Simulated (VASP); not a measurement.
## AlNi3: single point with r2SCAN

The system is AlNi3.

```xyz
4
Lattice="3.4542 0.0000 0.0000 0.0000 3.4542 0.0000 0.0000 0.0000 3.4542" Properties=species:S:1:pos:R:3 pbc="T T T"
Al    0.0000    0.0000    0.0000
Ni    0.0000    1.7271    1.7271
Ni    1.7271    0.0000    1.7271
Ni    1.7271    1.7271    0.0000
```

```yaml
Program: VASP 6.6.1
Task: single point
Functional: r2SCAN
Potentials_or_basis: VASP PAW PBE potentials, release 64 (Al, Ni)
Cutoff: 520 eV
k_mesh: 12 × 12 × 12
Occupations: gaussian, width 0.1 eV
Spin: collinear spin, ferromagnetic start
Starting_moments: "[0.0, 0.4, 0.4, 0.4] μB"
Dipole_correction: no
Further_INCAR_settings: ALGO = Normal; EDIFF = 1e-06; NBANDS = 28
```

| Property | Result |
| --- | --- |
| Pressure | 14.4 GPa |
| Net moment | 0.85 μB per cell |
| Site moments | Al -0.01; Ni +0.31 μB |
| Valence electrons inside the program's atomic spheres | Al 0.87; Ni 9.61 |

Levels at points of the mesh, in eV from the Fermi level:
Spin up:
```
           k point  band 13  band 14  band 15  band 16  band 17  band 18  band 19  band 20  band 21  band 22
(0.00, 0.00, 0.00)    -0.50    -0.35    -0.35    -0.35     0.89     0.89     0.89     7.17     7.17     8.56
(0.50, 0.00, 0.00)    -1.63    -1.56    -1.40    -0.81    -0.35     6.04     6.04     6.15     6.15     6.82
(0.50, 0.50, 0.00)    -1.73    -1.55    -1.38    -1.32    -0.85     0.78     0.78     8.86     8.86     9.19
(0.50, 0.50, 0.50)    -1.73    -1.44    -1.44    -0.52    -0.52    -0.52    -0.41     4.19     4.50     4.50
```
Spin down:
| k point | band 13 | band 14 | band 15 | band 16 | band 17 | band 18 | band 19 | band 20 |
| --- | --- | --- | --- | --- | --- | --- | --- | --- |
| (0.00, 0.00, 0.00) | -0.03 | 0.51 | 0.51 | 0.51 | 0.73 | 0.73 | 0.73 | 7.33 |
| (0.50, 0.00, 0.00) | -1.06 | -1.06 | -1.05 | -0.55 | 0.51 | 6.07 | 6.07 | 6.23 |
| (0.50, 0.50, 0.00) | -1.46 | -1.40 | -1.03 | -0.65 | -0.58 | 1.31 | 1.31 | 8.90 |
| (0.50, 0.50, 0.50) | -1.57 | -1.16 | -1.16 | -0.54 | 0.19 | 0.19 | 0.19 | 4.32 |

It took 12 min on 1 thread of Oxide Virtual Turin-like Processor (shared host), peak memory 0.25 GiB.

Caveat: the cell stands under pressure; the PAW data sets were made with another functional, which shifts forces and pressure a little.
